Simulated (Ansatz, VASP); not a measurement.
## One calculation of SbTeS, two programs

The input INCAR:

```
SYSTEM = SbTeS
  PREC = Accurate
  ENCUT = 600
  EDIFF = 1E-6
  ISMEAR = 0
  SIGMA = 0.1
  LREAL = .False.
  LASPH = .True.
  NELM = 60
  ALGO = Normal
  ISIF = 3
  LWAVE = .False.
  LCHARG = .False.
  GGA = PE
  IBRION = 2
  NSW = 100
  EDIFFG = -0.01
```

KPOINTS

```
Automatic mesh
0
Gamma
  12 12 8
  0 0 0
```

The input POSCAR:

```
SbTeS
1.0
    3.8116432066      0.0000000000      0.0000000000
    0.0000000000      3.8116432066      0.0000000000
    0.0000000000      0.0000000000      6.1841315872
Sb Te S
1 1 1
Direct
    0.5000000000      0.5000000000      0.5000000000
    0.5000000000      0.5000000000      0.0000000000
    0.0000000000      0.0000000000      0.0000000000
```

Input for Ansatz:

```yaml
crystal:
  lattice:
    - [3.8116432066, 0.0, 0.0]
    - [0.0, 3.8116432066, 0.0]
    - [0.0, 0.0, 6.1841315872]
  atoms:
    - { symbol: Sb, position: [0.5, 0.5, 0.5] }
    - { symbol: Te, position: [0.5, 0.5, 0.0] }
    - { symbol: S, position: [0.0, 0.0, 0.0] }
basis:
  ecutwfc: 420
kpoints:
  mp_grid: { grid: [12, 12, 8] }
hamiltonian:
  xc: pbe
scf:
  occupations: { method: gaussian, width: 0.1 }
output:
  forces: true
  stress: true
  eigenvalues: true
relax:
  adjacent_minimum: "off"
  f_tol: 0.01
  max_steps: 80
  cell: { stress_tol: 0.05 }
```

Change from the starting cell: species swapped into the MgNiH type (P4/mmm, No. 123).

Alike in both runs: task relaxation of cell and atoms; functional PBE; k mesh 12 × 12 × 8; occupations gaussian, width 0.1 eV; no spin polarisation.

```csv
,VASP,Ansatz
version,VASP 6.6.1,Ansatz 0.2.0
potentials or method,"VASP PAW PBE potentials, release 64 (Sb, Te, S), cutoff 600 eV","scalar-relativistic, plane waves, PAW"
valence electrons in the cell,17,37
```

```tsv
	VASP	Ansatz	Ansatz less VASP
gap on the k mesh at the Fermi level, each at its own relaxed structure (eV)	none	none	-
relaxed volume (Å³/atom)	29.77	29.83	+0.057
relaxed cell length with the largest relative difference (Å)	6.196	6.202	+0.0061
```

A gap of «none» marks a metal or a gap that the smearing closes. VASP's potentials hold 17 valence electrons a cell and Ansatz's 37, so a difference there can come from the potentials and not from the codes.

Spin-orbit coupling is off throughout.
